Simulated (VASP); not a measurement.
Input of a VASP 6.6.1 run:

The input INCAR:

```
SYSTEM = PbSe
PREC = Accurate ; ENCUT = 520
EDIFF = 1E-6 ; ISMEAR = -1
SIGMA = 0.05 ; LREAL = .FALSE.
LASPH = .TRUE. ; NELM = 60
ALGO = Normal ; ISIF = 2
LWAVE = .FALSE. ; LCHARG = .FALSE.
GGA = CA ; NBANDS = 17
```

The input KPOINTS:

```
regular mesh
0
G
  7 7 7
  0 0 0
```

Contents of POSCAR:

```
PbSe
1.0
    3.7331762438      0.0000000000      0.0000000000
    0.0000000000      3.7331762438      0.0000000000
    0.0000000000      0.0000000000      3.7331762438
Pb Se
1 1
Direct
    0.0000000000      0.0000000000      0.0000000000
    0.5000000000      0.5000000000      0.5000000000
```

Potentials or basis: VASP PAW LDA potentials, release 64 (Pb_d, Se).

Command:

```sh
$ cat potpaw_LDA.64/Pb_d/POTCAR potpaw_LDA.64/Se/POTCAR > POTCAR
$ mpirun -np 1 vasp_std > vasp.out
```

(1) Estimate the band gap on the k mesh.

(2) What does it give for the pressure?

Answers

(1) zero (band 10 reaches 5.64 eV, above the bottom of band 11 at 5.33 eV).

(2) -2.9 GPa.

Caveat: spin-orbit coupling is left out, which moves the levels of the heavy elements.
